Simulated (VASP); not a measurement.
Input of a VASP 6.6.1 run:

The input INCAR:

```
  ALGO = Normal
  EDIFF = 1E-6
  EDIFFG = -0.01
  ENCUT = 600
  GGA = PE
  IBRION = 2
  ISIF = 3
  ISMEAR = 0
  LASPH = T
  LCHARG = F
  LREAL = F
  LWAVE = F
  NELM = 60
  NSW = 100
  PREC = Accurate
  SIGMA = 0.1
```

File KPOINTS:

```
k-points
0
Gamma
  12 12 10
```

Contents of POSCAR:

```
TeS2
1.0
    4.2207390144      0.0000000000      0.0000000000
   -2.1103695072      3.6552672092      0.0000000000
    0.0000000000      0.0000000000      4.5572763444
Te S
1 2
Direct
    0.0000000000      0.0000000000      0.0000000000
    0.3333333333      0.6666666667      0.5000000000
    0.6666666667      0.3333333333      0.5000000000
```

Potentials or basis: VASP PAW PBE potentials, release 64 (Te, S).

Command:

```sh
$ cat potpaw_PBE.64/Te/POTCAR potpaw_PBE.64/S/POTCAR > POTCAR
$ mpirun -np 1 vasp_std > vasp.out
```

Problem. Predict the relaxed cell.

Solution. a = 4.499 Å, b = 4.499 Å, c = 3.466 Å, α = 90.00°, β = 90.00°, γ = 120.00°.

Problem. Predict the relaxed volume.

Solution. 20.25 Å³/atom.

Problem. What does it give for the space group after relaxing (to 0.1 Å)?

Solution. P6/mmm (No. 191).

Problem. What does it give for the band gap on the k mesh?

Solution. Zero (bands 9 and 10 overlap by 2.18 eV).

The path:
```csv
step,energy change (eV),largest force (eV/Å),pressure (GPa),volume (Å³)
1,0.0000,0.0000,-2.88,70.31
2,-0.1307,0.0000,-0.64,66.06
3,-0.1911,0.0000,2.18,62.50
4,-0.1980,0.0000,3.79,60.90
5,-0.2817,0.0000,3.65,60.62
6,-0.4862,0.0000,2.83,59.27
7,0.1284,0.0000,10.34,54.10
8,-0.4960,0.0000,2.75,58.15
9,-0.5084,0.0000,2.68,58.64
10,-0.5081,0.0000,2.68,58.53
11,-0.5255,0.0000,-0.05,60.83
12,-0.5256,0.0000,0.03,60.76
```

Caveat: a cell axis changed by over 15 % at a fixed basis, so the end point is rough; spin-orbit coupling is left out, which moves the levels of the heavy elements.
